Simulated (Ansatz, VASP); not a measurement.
Two plane-wave programs on PbS

```
Pb S
1.0
     0.00000    2.91167    2.91167
     2.91167    0.00000    2.91167
     2.91167    2.91167    0.00000
Pb S
1 1
Direct
  0.50000 0.50000 0.50000
  0.00000 0.00000 0.00000
```

Alike in both runs: task single point; functional PBEsol; k mesh 10 × 10 × 10; occupations gaussian, width 0.05 eV; no spin polarisation.

|  | VASP | Ansatz |
| --- | --- | --- |
| version | VASP 6.6.1 | Ansatz 0.2.0 |
| potentials or method | VASP PAW PBE potentials, release 64 (Pb_d, S), cutoff 520 eV | scalar-relativistic, plane waves, PAW |
| valence electrons in the cell | 20 | 20 |

```csv
,VASP,Ansatz,Ansatz less VASP
pressure (GPa),2.6,2.6,+0.05
```

VASP's potentials were made for PBE, not for PBEsol. The functional is the same, so the differences come from potentials, cutoffs and numerics.

Neither program's run includes spin-orbit coupling.
